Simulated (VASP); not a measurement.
Set up this calculation in VASP 6.6.1, as the native input.

```
Task                   : single point
Functional             : r2SCAN
Potentials or basis    : VASP PAW PBE potentials, release 64 (Tc_pv)
Cutoff                 : 520 eV
k mesh                 : 18 × 18 × 10
Occupations            : gaussian, width 0.05 eV
Spin                   : no spin polarisation
Dipole correction      : no
Further INCAR settings : ALGO = Normal; EDIFF = 1e-07; NBANDS = 20
```

Crystal: Tc.

```xyz
2
Lattice="2.7490 0.0000 0.0000 -1.3745 2.3807 0.0000 0.0000 0.0000 4.4009" Properties=species:S:1:pos:R:3 pbc="T T T"
Tc    0.0000    1.5871    1.1002
Tc    1.3745    0.7936    3.3007
```

One way to write it, as run:

POSCAR

```
Tc
1.0
    2.7489814129      0.0000000000      0.0000000000
   -1.3744907065      2.3806877381      0.0000000000
    0.0000000000      0.0000000000      4.4008709859
Tc
2
Direct
    0.3333333333      0.6666666667      0.2500000000
    0.6666666667      0.3333333333      0.7500000000
```

INCAR.step1

```
SYSTEM = Tc
PREC = Accurate
ENCUT = 520
ISMEAR = 0
SIGMA = 0.05
LREAL = .FALSE.
LASPH = .TRUE.
NELM = 60
NBANDS = 20
GGA = PE
ALGO = Normal
EDIFF = 1E-4
LWAVE = .TRUE.
LCHARG = .FALSE.
```

INCAR.step2

```
SYSTEM = Tc
PREC = Accurate
ENCUT = 520
EDIFF = 1E-7
ISMEAR = 0
SIGMA = 0.05
LREAL = .FALSE.
LASPH = .TRUE.
NELM = 60
ALGO = Normal
ISIF = 2
LWAVE = .FALSE.
LCHARG = .FALSE.
METAGGA = R2SCAN
LMIXTAU = .TRUE.
NBANDS = 20
ISTART = 1
```

KPOINTS

```
regular mesh
0
G
  18 18 10
  0 0 0
```

Potentials or basis: VASP PAW PBE potentials, release 64 (Tc_pv).

Run with:

```bash
$ cat potpaw_PBE.64/Tc_pv/POTCAR > POTCAR
$ cp INCAR.step1 INCAR
$ mpirun -np 1 vasp_std > vasp.out
$ cp INCAR.step2 INCAR
$ mpirun -np 1 vasp_std > vasp.out
```

It gave:

```yaml
Pressure: -4.0 GPa
Band_gap_on_the_k_mesh: zero (bands 13 and 14 overlap by 3.52 eV)
```

Caveat: the cell stands under tension; the PAW data sets were made with another functional, which shifts forces and pressure a little.

Run time: 3.3 min on 1 thread of Intel(R) Xeon(R) 6975P-C (Granite Rapids), on a shared host, peak memory 0.22 GiB.
